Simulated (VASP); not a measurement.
# N2 in VASP: notebook

Runs on N2. Level: PBE+D3(BJ). Tasks: single point, relaxation of the atoms.

All numbers are computed with VASP 6.6.1; they aren't measurements. Logs are shortened: lines on timing, memory, paths and dates and some standing lists are left out, and cuts for length are marked.

### Step 1. The cell of the first run

The cell holds a molecule in a box, 2 atoms: a = 9.000 Å, b = 9.200 Å, c = 10.500 Å, α = 90.00°, β = 90.00°, γ = 90.00°.

### Step 2. Single point, PBE+D3(BJ)

INCAR

```
SYSTEM = N
ALGO = Normal
EDIFF = 1E-6
ENCUT = 520
GGA = PE
GGA_COMPAT = .FALSE.
ISIF = 2
ISMEAR = 0
IVDW = 12
LASPH = .TRUE.
LCHARG = .TRUE.
LELF = .TRUE.
LREAL = .FALSE.
LVHAR = .TRUE.
LWAVE = .FALSE.
NBANDS = 12
NELM = 120
NELMDL = -8
PREC = Accurate
SIGMA = 0.01
```

KPOINTS

```
k-points
0
G
  1 1 1
  0 0 0
```

POSCAR

```
N
1.0
    9.0000000000      0.0000000000      0.0000000000
    0.0000000000      9.2000000000      0.0000000000
    0.0000000000      0.0000000000     10.5000000000
N
2
Direct
    0.5000000000      0.5000000000      0.5524810881
    0.5000000000      0.5000000000      0.4475189119
```

Potentials or basis: VASP PAW PBE potentials, release 64 (N).

The run is started by

```sh
$ cat potpaw_PBE.64/N/POTCAR > POTCAR
$ mpirun -np 1 vasp_gam > vasp.out
```

OUTCAR:

```text
SYSTEM = N
   EDIFF = 1E-6
   ENCUT = 520
   GGA = PE
   ISIF = 2
   ISMEAR = 0
   IVDW = 12
   LASPH = .TRUE.
   LREAL = .FALSE.
   NELM = 120
   NELMDL = -8
   PREC = Accurate
 IVDW          = 12

 ion  position               nearest neighbor table
   1  0.500  0.500  0.552-   2 1.10
   2  0.500  0.500  0.448-   1 1.10

  LATTYP: Found a simple orthorhombic cell.
 ALAT       =     9.0000000000
 B/A-ratio  =     1.0222222222
 C/A-ratio  =     1.1666666667

  Lattice vectors:

 A1 = (   9.0000000000,   0.0000000000,   0.0000000000)
 A2 = (   0.0000000000,   9.2000000000,   0.0000000000)
 A3 = (   0.0000000000,   0.0000000000,  10.5000000000)

Analysis of symmetry for initial positions (statically):
=====================================================================
 Subroutine PRICEL returns:
 Original cell was already a primitive cell.

 Routine SETGRP: Setting up the symmetry group for a
 simple orthorhombic supercell.

 Subroutine GETGRP returns: Found  8 space group operations
 (whereof  8 operations were pure point group operations)
 out of a pool of  8 trial point group operations.

The static configuration has the point symmetry D_2h.

Analysis of symmetry for dynamics (positions and initial velocities):
=====================================================================
 Subroutine PRICEL returns:
 Original cell was already a primitive cell.

 Routine SETGRP: Setting up the symmetry group for a
 simple orthorhombic supercell.

 Subroutine GETGRP returns: Found  8 space group operations
 (whereof  8 operations were pure point group operations)
 out of a pool of  8 trial point group operations.

The dynamic configuration has the point symmetry D_2h.

 Subroutine INISYM returns: Found  8 space group operations
 (whereof  8 operations are pure point group operations),
 and found     1 'primitive' translations

----------------------------------------------------------------------------------------

                                     Primitive cell

  volume of cell :     869.4000

  direct lattice vectors                    reciprocal lattice vectors
     9.000000000  0.000000000  0.000000000     0.111111111  0.000000000  0.000000000
     0.000000000  9.200000000  0.000000000     0.000000000  0.108695652  0.000000000
     0.000000000  0.000000000 10.500000000     0.000000000  0.000000000  0.095238095

[... 57 lines left out ...]
   ENCUT  =  520.0 eV  38.22 Ry    6.18 a.u.  16.73 17.11 19.52*2*pi/ulx,y,z
   NELM   =    120;   NELMIN=  2; NELMDL= -8     # of ELM steps
   EDIFF  = 0.1E-05   stopping-criterion for ELM
   LREAL  =      F    real-space projection
   EDIFFG = 0.1E-04   stopping-criterion for IOM
   NSW    =      0    number of steps for IOM
   IBRION =     -1    ionic relax: 0-MD 1-quasi-New 2-CG
   NFREE  =      0    steps in history (QN), initial steepest desc. (CG)
   ISIF   =      2    stress and relaxation
   ISYM   =      2    0-nonsym 1-usesym 2-fastsym
   POTIM  = 0.5000    time-step for ionic-motion
   TEBEG  =    0.0;   TEEND  =   0.0 temperature during run
   PSTRESS=    0.0 pullay stress
   NELECT =      10.0000    total number of electrons
   NUPDOWN=      -1.0000    fix difference up-down
   EMIN   =  10.00;   EMAX   =-10.00  energy-range for DOS
   EFERMI =   0.00;   METHOD = LEGACY
   ISMEAR =     0;   SIGMA  =   0.01  broadening in eV -4-tet -1-fermi 0-gaus
   EFERMI_NEDOS =   21; number of points for ismear=-14 and -15
   IALGO  =     38    algorithm
   IMIX   =      4    mixing-type and parameters
     AMIX     =   0.40;   BMIX     =  1.00
     AMIX_MAG =   1.60;   BMIX_MAG =  1.00
  volume/ion in A,a.u.               =     434.70      2933.50
  Fermi-wavevector in a.u.,A,eV,Ry     =   0.369546  0.698340  1.858067  0.136564
  Thomas-Fermi vector in A             =   1.296248
   LORBIT       =      0    0 simple, 1 ext, 2 COOP (PROOUT), +10 PAW based schemes
   GGA     = PE    functional components
   LHFCALC =     F    Hartree Fock is set to
   AEXX    =    0.0000 exact exchange contribution
   IVDW    =    12    specifies the selected vdW correction
   LEPSILON=     F    determine dielectric tensor
   LRPA    =     F    only Hartree local field effects (RPA)
 non-spin polarized calculation
 Gauss-broadening in eV      SIGMA  =   0.01
  energy-cutoff  :      520.00
  volume of cell :      869.40
 maximum number of plane-waves:     11689
 NGX is ok and might be reduce to    70
   NGX = 33   NGY = 35   NGZ = 39

 number of electron      10.0000002 magnetization

 Free energy of the ion-electron system (eV)
  ---------------------------------------------------
  ext. energy  EPLUGINS =         0.00000000
  ---------------------------------------------------
  free energy    TOTEN  =       -16.64218033 eV

  energy without entropy =      -16.64218033  energy(sigma->0) =      -16.64218033

 E-fermi :  -9.9954     XC(G=0):  -0.6750

 val. band max:      -10.0468445410   @ k =   0.0000   0.0000   0.0000
 cond. band min:      -1.8464733455   @ k =   0.0000   0.0000   0.0000
 fundamental gap:      8.2003711955
 Fermi energy:        -9.9953938927

 k-point     1 :       0.0000    0.0000    0.0000
  band No.  band energies     occupation
      1     -28.2022      2.00000
      2     -13.3129      2.00000
      3     -11.4694      2.00000
      4     -11.4694      2.00000
      5     -10.0468      2.00000
      6      -1.8465      0.00000
      7      -1.8463      0.00000
      8      -0.1989      0.00000
      9       1.0663      0.00000
     10       1.1779      0.00000
     11       1.3538      0.00000
     12       1.4225      0.00000

------------------------ aborting loop because EDIFF is reached ----------------------------------------

 Edisp (eV)   -0.01211

 E8    (eV) :    -0.0035

  FORCE on cell =-STRESS in cart. coord.  units (eV):
  Direction    XX          YY          ZZ          XY          YZ          ZX
  --------------------------------------------------------------------------------------
  -------------------------------------------------------------------------------------
  Total      -0.05755    -0.06096     1.83980    -0.00000     0.00000     0.00000
  in kB      -0.10605    -0.11234     3.39048    -0.00000     0.00000     0.00000
  external pressure =        1.06 kB  Pullay stress =        0.00 kB

 VOLUME and BASIS-vectors are now :
 -----------------------------------------------------------------------------
  energy-cutoff  :      520.00
  volume of cell :      869.40
      direct lattice vectors                 reciprocal lattice vectors
     9.000000000  0.000000000  0.000000000     0.111111111  0.000000000  0.000000000
     0.000000000  9.200000000  0.000000000     0.000000000  0.108695652  0.000000000
     0.000000000  0.000000000 10.500000000     0.000000000  0.000000000  0.095238095

 POSITION                                       TOTAL-FORCE (eV/Angst)
 -----------------------------------------------------------------------------------
      4.50000      4.60000      5.80105         0.000000      0.000000      1.748247
      4.50000      4.60000      4.69895         0.000000      0.000000     -1.748247
 -----------------------------------------------------------------------------------
    total drift:                                0.000000     -0.000000      0.000000

  FREE ENERGIE OF THE ION-ELECTRON SYSTEM (eV)
  ---------------------------------------------------
  free  energy   TOTEN  =       -16.6542931110 eV

  energy  without entropy=      -16.6542931110  energy(sigma->0) =      -16.65429311
```

Run time: 46 s. Hardware: 1 thread of Intel Xeon 6975P-C (Granite Rapids), shared host; peak memory 0.7 GiB.

Results:

```
Free energy                     : -16.6543 eV
Largest force                   : 1.748 eV/Å
Gap between the frontier levels : 8.20 eV
Dispersion energy per atom      : -0.006 eV
```

Forces on the atoms (eV/Å):
```
N    0.000  0.000  1.748
N    0.000  0.000 -1.748
```

Levels at points of the mesh, in eV from the valence-band top:
```tsv
k point	band 3	band 4	band 5	band 6	band 7	band 8
(0.00, 0.00, 0.00)	-1.42	-1.42	0.00	8.20	8.20	9.85
```

Caveat: the standard files for N, O and F lose accuracy on very short bonds.

### Step 3. Single point, PBE+D3(BJ)

INCAR

```
ALGO     = Normal         # electronic algorithm
EDIFF    = 1E-6           # SCF threshold, eV
ENCUT    = 520            # plane-wave cutoff, eV
GGA      = PE             # functional
GGA_COMPAT= False        
ISIF     = 2              # what is computed and relaxed
ISMEAR   = 0              # smearing method
IVDW     = 12             # dispersion correction
LASPH    = True           # aspherical terms in the spheres
LCHARG   = False          # write CHGCAR
LREAL    = False          # projectors in reciprocal space
LWAVE    = False          # write WAVECAR
NBANDS   = 12             # bands
NELM     = 120            # most SCF steps
NELMDL   = -8           
PREC     = Accurate       # precision mode
SIGMA    = 0.01           # smearing width, eV
```

KPOINTS

```
k-points
0
Gamma
  1 1 1
```

POSCAR is that of step 2.

Potentials or basis: VASP PAW PBE potentials, release 64 (N).

The run is started by

```sh
$ cat potpaw_PBE.64/N/POTCAR > POTCAR
$ mpirun -np 1 vasp_gam > vasp.out
```

Run time: 40 s. Hardware: 1 thread of Intel Xeon 6975P-C (Granite Rapids), shared host; peak memory 0.69 GiB.

Results (log left out):

| Property | Result |
| --- | --- |
| Free energy | -16.6543 eV |
| Largest force | 1.748 eV/Å |
| Gap between the frontier levels | 8.20 eV |
| Dispersion energy per atom | -0.006 eV |

Forces on the atoms (eV/Å):
```
N    0.000  0.000  1.748
N    0.000  0.000 -1.748
```

Levels at points of the mesh, in eV from the valence-band top:
| k point | band 2 | band 3 | band 4 | band 5 | band 6 | band 7 | band 8 | band 9 |
| --- | --- | --- | --- | --- | --- | --- | --- | --- |
| (0.00, 0.00, 0.00) | -3.27 | -1.42 | -1.42 | 0.00 | 8.20 | 8.20 | 9.85 | 11.11 |

Caveat: the standard files for N, O and F lose accuracy on very short bonds.

### Step 4. Relaxation of the atoms, PBE+D3(BJ)

INCAR

```
PREC = Accurate
ENCUT = 520
EDIFF = 1E-7
ISMEAR = 0
SIGMA = 0.01
LREAL = False
LASPH = True
NELM = 120
ALGO = Normal
ISIF = 2
LWAVE = False
LCHARG = False
GGA = PE
IVDW = 12
IBRION = 2
NSW = 80
EDIFFG = -0.01
GGA_COMPAT = False
NELMIN = 4
NELMDL = -8
```

KPOINTS

```
Automatic mesh
0
Gamma
  1 1 1
```

POSCAR is that of step 3.

Potentials or basis: VASP PAW PBE potentials, release 64 (N).

The run is started by

```sh
$ cat potpaw_PBE.64/N/POTCAR > POTCAR
$ mpirun -np 1 vasp_gam > vasp.out
```

OUTCAR:

```text
PREC = Accurate
   ENCUT = 520
   EDIFF = 1E-7
   ISMEAR = 0
   LREAL = False
   LASPH = True
   NELM = 120
   ISIF = 2
   GGA = PE
   IVDW = 12
   IBRION = 2
   NSW = 80
   EDIFFG = -0.01
   NELMIN = 4
   NELMDL = -8
 IVDW          = 12

 ion  position               nearest neighbor table
   1  0.500  0.500  0.552-   2 1.10
   2  0.500  0.500  0.448-   1 1.10

  LATTYP: Found a simple orthorhombic cell.
 ALAT       =     9.0000000000
 B/A-ratio  =     1.0222222222
 C/A-ratio  =     1.1666666667

  Lattice vectors:

 A1 = (   9.0000000000,   0.0000000000,   0.0000000000)
 A2 = (   0.0000000000,   9.2000000000,   0.0000000000)
 A3 = (   0.0000000000,   0.0000000000,  10.5000000000)

Analysis of symmetry for initial positions (statically):
=====================================================================
 Subroutine PRICEL returns:
 Original cell was already a primitive cell.

 Routine SETGRP: Setting up the symmetry group for a
 simple orthorhombic supercell.

 Subroutine GETGRP returns: Found  8 space group operations
 (whereof  8 operations were pure point group operations)
 out of a pool of  8 trial point group operations.
[... 114 lines left out ...]
  Thomas-Fermi vector in A             =   1.296248
   LORBIT       =      0    0 simple, 1 ext, 2 COOP (PROOUT), +10 PAW based schemes
   GGA     = PE    functional components
   LHFCALC =     F    Hartree Fock is set to
   AEXX    =    0.0000 exact exchange contribution
   IVDW    =    12    specifies the selected vdW correction
   LEPSILON=     F    determine dielectric tensor
   LRPA    =     F    only Hartree local field effects (RPA)
 conjugate gradient relaxation of ions
 non-spin polarized calculation
 Gauss-broadening in eV      SIGMA  =   0.01
  energy-cutoff  :      520.00
  volume of cell :      869.40
 maximum number of plane-waves:     11689
 NGX is ok and might be reduce to    70
   NGX = 33   NGY = 35   NGZ = 39

--------------------------------------- Ionic step        1  -------------------------------------------

 number of electron      10.0000002 magnetization

 Free energy of the ion-electron system (eV)
  ---------------------------------------------------
  ext. energy  EPLUGINS =         0.00000000
  ---------------------------------------------------
  free energy    TOTEN  =       -16.64218026 eV

  energy without entropy =      -16.64218026  energy(sigma->0) =      -16.64218026

------------------------ aborting loop because EDIFF is reached ----------------------------------------

 Edisp (eV)   -0.01211

 E8    (eV) :    -0.0035
[... 111 lines left out ...]
--------------------------------------- Ionic step        4  -------------------------------------------

 number of electron      10.0000003 magnetization

 Free energy of the ion-electron system (eV)
  ---------------------------------------------------
  ext. energy  EPLUGINS =         0.00000000
  ---------------------------------------------------
  free energy    TOTEN  =       -16.65173542 eV

  energy without entropy =      -16.65173542  energy(sigma->0) =      -16.65173542

 E-fermi :  -9.9447     XC(G=0):  -0.6964

 val. band max:      -10.0403528288   @ k =   0.0000   0.0000   0.0000
 cond. band min:      -1.9748681692   @ k =   0.0000   0.0000   0.0000
 fundamental gap:      8.0654846597
 Fermi energy:        -9.9447479933

 k-point     1 :       0.0000    0.0000    0.0000
  band No.  band energies     occupation
      1     -28.0267      2.00000
      2     -13.3928      2.00000
      3     -11.3780      2.00000
      4     -11.3780      2.00000
      5     -10.0404      2.00000
      6      -1.9749      0.00000
      7      -1.9747      0.00000
      8      -0.2137      0.00000
      9       1.0478      0.00000
[... 31 lines left out ...]
  FREE ENERGIE OF THE ION-ELECTRON SYSTEM (eV)
  ---------------------------------------------------
  free  energy   TOTEN  =       -16.6638476335 eV

  energy  without entropy=      -16.6638476335  energy(sigma->0) =      -16.66384763

 reached required accuracy - stopping structural energy minimisation
```

OSZICAR:

```text
N       E                     dE             d eps       ncg     rms          rms(c)
DAV:   1     0.115917375398E+03    0.11592E+03   -0.21556E+03    18   0.607E+02
DAV:   2     0.306987014044E+02   -0.85219E+02   -0.84780E+02    34   0.101E+02
DAV:   3    -0.152650327088E+02   -0.45964E+02   -0.45940E+02    36   0.101E+02
DAV:   4    -0.175192326207E+02   -0.22542E+01   -0.22541E+01    28   0.283E+01
[... 53 lines left out ...]
       N       E                     dE             d eps       ncg     rms          rms(c)
DAV:   1    -0.166517402679E+02   -0.52865E-04   -0.16328E-03    18   0.406E-01    0.183E-02
DAV:   2    -0.166517368130E+02    0.34549E-05   -0.19632E-05    18   0.483E-02    0.890E-03
DAV:   3    -0.166517354024E+02    0.14106E-05   -0.63788E-06    18   0.215E-02    0.279E-03
DAV:   4    -0.166517354212E+02   -0.18849E-07   -0.11558E-07    18   0.371E-03
   4 F= -.16663848E+02 E0= -.16663848E+02  d E =-.955460E-02
```

Run time: 2 min. Hardware: 1 thread of Intel Xeon 6975P-C (Granite Rapids), shared host; peak memory 0.77 GiB.

What came out:

```
Free energy                     : -16.6638 eV
Largest force after relaxing    : 0.005 eV/Å
Gap between the frontier levels : 8.07 eV
Dispersion energy per atom      : -0.006 eV
```

Forces on the atoms (eV/Å):
```
N    0.000  0.000 -0.005
N    0.000  0.000  0.005
```

Final structure:
```cif
data_structure
_symmetry_space_group_name_H-M 'P 1'
_symmetry_Int_Tables_number 1
_cell_length_a 9.0000
_cell_length_b 9.2000
_cell_length_c 10.5000
_cell_angle_alpha 90.000
_cell_angle_beta 90.000
_cell_angle_gamma 90.000
_cell_volume 869.40
loop_
_atom_site_label
_atom_site_type_symbol
_atom_site_fract_x
_atom_site_fract_y
_atom_site_fract_z
_atom_site_occupancy
N1 N 0.50000 0.50000 0.55301 1
N2 N 0.50000 0.50000 0.44699 1
```

Levels at points of the mesh, in eV from the valence-band top:
```csv
k point,band 1,band 2,band 3,band 4,band 5,band 6,band 7,band 8,band 9
"(0.00, 0.00, 0.00)",-17.99,-3.35,-1.34,-1.34,0.00,8.07,8.07,9.83,11.09
```

Caveat: the standard files for N, O and F lose accuracy on very short bonds.
